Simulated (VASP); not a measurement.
# Ta (Im-3m) in VASP: further runs, part 2 of 2

VASP 6.6.1.

## 3. Single point, LDA (volume scaled by 0.97)

Contents of INCAR:

```
PREC = Accurate
ENCUT = 520
EDIFF = 1E-6
ISMEAR = -1
SIGMA = 0.05
LREAL = False
LASPH = True
NELM = 80
ALGO = Normal
ISIF = 2
LWAVE = False
LCHARG = False
NBANDS = 12
```

Contents of KPOINTS:

```
regular mesh
0
Gamma
  14 14 14
```

Contents of POSCAR:

```
Ta
1.0
   -1.6382102214      1.6382102214      1.6382102214
    1.6382102214     -1.6382102214      1.6382102214
    1.6382102214      1.6382102214     -1.6382102214
Ta
1
Direct
    0.0000000000      0.0000000000      0.0000000000
```

Potentials or basis: VASP PAW LDA potentials, release 64 (Ta_pv).

Command:

```console
> cat potpaw_LDA.64/Ta_pv/POTCAR > POTCAR
> mpirun -np 1 vasp_std > vasp.out
```

OUTCAR:

```text
PREC = Accurate
   ENCUT = 520
   EDIFF = 1E-6
   ISMEAR = -1
   LREAL = False
   LASPH = True
   NELM = 80
   ISIF = 2

 ion  position               nearest neighbor table
   1  0.000  0.000  0.000-

  LATTYP: Found a body centered cubic cell.
 ALAT       =     3.2764204428

  Lattice vectors:

 A1 = (  -1.6382102214,   1.6382102214,   1.6382102214)
 A2 = (   1.6382102214,  -1.6382102214,   1.6382102214)
 A3 = (   1.6382102214,   1.6382102214,  -1.6382102214)

Analysis of symmetry for initial positions (statically):
=====================================================================
 Subroutine PRICEL returns:
 Original cell was already a primitive cell.

 Routine SETGRP: Setting up the symmetry group for a
 body centered cubic supercell.

 Subroutine GETGRP returns: Found 48 space group operations
 (whereof 48 operations were pure point group operations)
 out of a pool of 48 trial point group operations.

The static configuration has the point symmetry O_h .

Analysis of symmetry for dynamics (positions and initial velocities):
=====================================================================
 Subroutine PRICEL returns:
 Original cell was already a primitive cell.

 Routine SETGRP: Setting up the symmetry group for a
 body centered cubic supercell.

 Subroutine GETGRP returns: Found 48 space group operations
 (whereof 48 operations were pure point group operations)
 out of a pool of 48 trial point group operations.

The dynamic configuration has the point symmetry O_h .

 Subroutine INISYM returns: Found 48 space group operations
 (whereof 48 operations are pure point group operations),
 and found     1 'primitive' translations

----------------------------------------------------------------------------------------

[... 108 lines left out ...]
   IMIX   =      4    mixing-type and parameters
     AMIX     =   0.40;   BMIX     =  1.00
     AMIX_MAG =   1.60;   BMIX_MAG =  1.00
  volume/ion in A,a.u.               =      17.59       118.68
  Fermi-wavevector in a.u.,A,eV,Ry     =   1.400069  2.645747 26.670047  1.960193
  Thomas-Fermi vector in A             =   2.523066
   LORBIT       =      0    0 simple, 1 ext, 2 COOP (PROOUT), +10 PAW based schemes
   GGA     = CA    functional components
   LHFCALC =     F    Hartree Fock is set to
   AEXX    =    0.0000 exact exchange contribution
   IVDW    =     0    specifies the selected vdW correction
   LEPSILON=     F    determine dielectric tensor
   LRPA    =     F    only Hartree local field effects (RPA)
 non-spin polarized calculation
  energy-cutoff  :      520.00
  volume of cell :       17.59
 maximum number of plane-waves:       490
 NGX is ok and might be reduce to    24
   NGX = 11   NGY = 11   NGZ = 11

 number of electron      11.0000002 magnetization

 Free energy of the ion-electron system (eV)
  ---------------------------------------------------
  ext. energy  EPLUGINS =         0.00000000
  ---------------------------------------------------
  free energy    TOTEN  =       -12.83349926 eV

  energy without entropy =      -12.82407785  energy(sigma->0) =      -12.82878855

 E-fermi :   5.5791     XC(G=0): -12.9189

 val. band max:        5.5548507300   @ k =  -0.2857   0.2857   0.1429
 cond. band min:       5.5913601106   @ k =  -0.3571   0.3571   0.0714
 fundamental gap:      0.0365093806
 Fermi energy:         5.5790992104

 k-point     1 :       0.0000    0.0000    0.0000
  band No.  band energies     occupation
      1     -27.2134      2.00000
      2     -27.2134      2.00000
      3     -27.2134      2.00000
      4      -2.3322      2.00000
      5       6.2644      0.00000
      6       6.2644      0.00000
      7       6.2644      0.00000
      8       9.6094      0.00000
      9       9.6094      0.00000
     10      19.3593      0.00000
     11      20.7875      0.00000
     12      20.7875      0.00000
[... 331 lines left out ...]
 k-point    24 :       0.3571    0.2857    0.0000
  band No.  band energies     occupation
      1     -28.2068      2.00000
      2     -28.0095      2.00000
      3     -27.3758      2.00000
      4       2.9576      2.00000
      5       4.3334      2.00000
      6       4.9467      1.99999
      7       9.8578      0.00000
      8      10.4550      0.00000
      9      14.7919      0.00000
     10      17.0280      0.00000
     11      18.8608      0.00000
     12      19.3654      0.00000

 [... further k-points ...]
[... 5 lines left out ...]
  --------------------------------------------------------------------------------------
  -------------------------------------------------------------------------------------
  Total       -0.3605813     -0.3605813     -0.3605813     -0.0000000      0.0000000     -0.0000000
  in kB      -32.8507198    -32.8507198    -32.8507198     -0.0000000      0.0000000     -0.0000000
  external PRESSURE =     -32.8507198 kB  Pullay stress =       0.0000000 kB

 VOLUME and BASIS-vectors are now :
 -----------------------------------------------------------------------------
  energy-cutoff  :      520.00
  volume of cell :       17.59
      direct lattice vectors                 reciprocal lattice vectors
    -1.638210221  1.638210221  1.638210221     0.000000000  0.305211134  0.305211134
     1.638210221 -1.638210221  1.638210221     0.305211134  0.000000000  0.305211134
     1.638210221  1.638210221 -1.638210221     0.305211134  0.305211134  0.000000000

 POSITION                                       TOTAL-FORCE (eV/Angst)
 -----------------------------------------------------------------------------------
      0.00000      0.00000      0.00000        -0.000000     -0.000000      0.000000
 -----------------------------------------------------------------------------------
    total drift:                                0.000000      0.000000      0.000000

  FREE ENERGIE OF THE ION-ELECTRON SYSTEM (eV)
  ---------------------------------------------------
  free  energy   TOTEN  =       -12.8334992607 eV

  energy  without entropy=      -12.8240778466  energy(sigma->0) =      -12.82878855
```

Run time: 5.3 s. Hardware: 1 thread of Intel Xeon 6975P-C (Granite Rapids), shared host; peak memory 0.14 GiB.

What came out:

* Free energy: -12.8335 eV
* Pressure: -3.3 GPa

Levels at points of the mesh, in eV from the Fermi level:
```csv
k point,band 1,band 2,band 3,band 4,band 5,band 6,band 7,band 8,band 9,band 10
"(0.00, 0.00, 0.00)",-32.79,-32.79,-32.79,-7.91,0.69,0.69,0.69,4.03,4.03,13.78
"(0.50, 0.00, 0.00)",-34.08,-33.21,-32.80,-4.46,-1.64,1.87,3.93,4.97,8.00,12.10
"(0.50, 0.50, 0.50)",-33.69,-33.69,-33.69,-3.94,-3.94,7.00,7.00,7.00,8.99,8.99
```

Caveat: spin-orbit coupling is left out, which moves the levels of the heavy elements.
